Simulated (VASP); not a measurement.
BaTiO3: single point with r2SCAN

BaTiO3:

```
CELL_PARAMETERS angstrom
0.00000 2.85798 -2.87415
-3.96333 0.00000 0.00000
0.00000 9.71713 7.47279
ATOMIC_POSITIONS crystal
Ba 0.62387 0.00000 0.91965
Ba 0.89054 0.00000 0.25299
Ba 0.75721 0.00000 0.58632
Ti 0.43958 0.50000 0.09151
Ti 0.30624 0.50000 0.42484
Ti 0.17291 0.50000 0.75817
O 0.47768 0.00000 0.08030
O 0.34435 0.00000 0.41363
O 0.21102 0.00000 0.74697
O 0.98738 0.50000 0.08154
O 0.85404 0.50000 0.41488
O 0.72071 0.50000 0.74821
O 0.40864 0.50000 0.24357
O 0.27531 0.50000 0.57690
O 0.14198 0.50000 0.91024
```

This cell differs from its parent crystal: the part above a cut slid along it.

```
Program                : VASP 6.6.1
Task                   : single point
Functional             : r2SCAN
Potentials or basis    : VASP PAW PBE potentials, release 64 (Ba_sv, Ti_sv, O)
Cutoff                 : 520 eV
k mesh                 : 6 × 6 × 2
Occupations            : gaussian, width 0.05 eV
Spin                   : no spin polarisation
Dipole correction      : no
Further INCAR settings : LREAL = Auto; ALGO = Normal; EDIFF = 1e-06; NBANDS = 73
```

```
Pressure               : 9.7 GPa
Largest force          : 12.952 eV/Å
Band gap on the k mesh : 1.50 eV (least direct gap 1.59 eV)
```

Forces on the atoms (eV/Å):
```
Ba    0.000  -7.060 -10.859
Ba    0.000   0.190   0.036
Ba    0.000   0.325   0.281
Ti    0.000   1.316   4.186
Ti    0.000   0.736   0.469
Ti    0.000   0.495   0.107
O     0.000   5.429   7.784
O     0.000  -0.230  -0.217
O     0.000  -0.113  -0.212
O     0.000   1.761   2.366
O     0.000  -0.316  -0.039
O     0.000  -0.247   0.192
O     0.000  -0.643  -0.615
O     0.000  -0.500  -0.495
O     0.000  -1.143  -2.985
```

Stress tensor (GPa, compression positive):
```
 5.30  0.00  0.00
 0.00  4.90 14.36
 0.00 14.36 19.02
```

Levels at points of the mesh, in eV from the valence-band top:
```csv
k point,band 58,band 59,band 60,band 61,band 62,band 63
"(0.00, 0.00, 0.00)",-0.79,-0.67,-0.09,1.50,1.72,1.81
"(0.50, 0.00, 0.00)",-1.01,-0.51,-0.01,1.77,2.71,2.93
"(0.00, 0.50, 0.00)",-0.90,-0.27,-0.05,1.99,2.33,2.86
"(0.50, 0.50, 0.00)",-0.30,-0.08,-0.04,2.45,2.90,3.39
"(0.00, 0.00, 0.50)",-0.78,-0.67,-0.09,1.51,1.75,1.77
"(0.50, 0.00, 0.50)",-1.01,-0.54,0.00,1.79,2.74,2.90
"(0.00, 0.50, 0.50)",-0.83,-0.33,-0.06,1.97,2.32,2.90
"(0.50, 0.50, 0.50)",-0.34,-0.04,-0.02,2.45,2.91,3.40
```

Wall time 32 min on 1 thread of Intel(R) Xeon(R) Platinum 8488C (Sapphire Rapids) (shared host), peak memory 0.48 GiB.

Caveat: the cell differs from its parent crystal (the part above a cut slid along it); the stress differs along the axes, from 5 to 19 GPa; the PAW data sets were made with another functional, which shifts forces and pressure a little; spin-orbit coupling is left out, which moves the levels of the heavy elements. A k mesh can miss the band edges.
